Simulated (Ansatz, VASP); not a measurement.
One calculation of Al2Cu, two programs

```
Al Cu
1.0
     4.08803    0.00000    0.00000
     0.00000    4.08803    0.00000
     0.00000    0.00000    2.85133
Al Cu
2 1
Direct
  0.45213 0.98465 0.58484
  0.06022 0.47581 0.48567
  0.98765 0.03954 0.92948
```

Change from the starting cell: all atoms moved at random, sigma 0.15 Å a component.

Alike in both runs: task single point; functional r2SCAN; k mesh 8 × 8 × 12; occupations gaussian, width 0.15 eV; no spin polarisation.

|  | VASP | Ansatz |
| --- | --- | --- |
| version | VASP 6.6.1 | Ansatz 0.2.0 |
| potentials or method | VASP PAW PBE potentials, release 64 (Al, Cu), cutoff 520 eV | scalar-relativistic, plane waves, PAW |
| valence electrons in the cell | 17 | 25 |

|  | VASP | Ansatz | Ansatz less VASP |
| --- | --- | --- | --- |
| gap on the k mesh at the Fermi level (eV) | none | none | - |
| pressure (GPa) | 9.2 | 9.3 | +0.10 |
| traceless stress, the component that is largest in VASP (GPa) | -4.68 | -4.65 | +0.029 |
| rms of the force components (eV/Å) | 1.739 | 1.738 | -0.0012 |

VASP's potentials were made for PBE, not for r2SCAN. Atom by atom the forces differ by 0.006 eV/Å (rms over components). A gap of «none» marks a metal or a gap that the smearing closes. The functional is the same, so the differences come from potentials, cutoffs and numerics. VASP's potentials hold 17 valence electrons a cell and Ansatz's 25, so a difference there can come from the potentials and not from the codes.
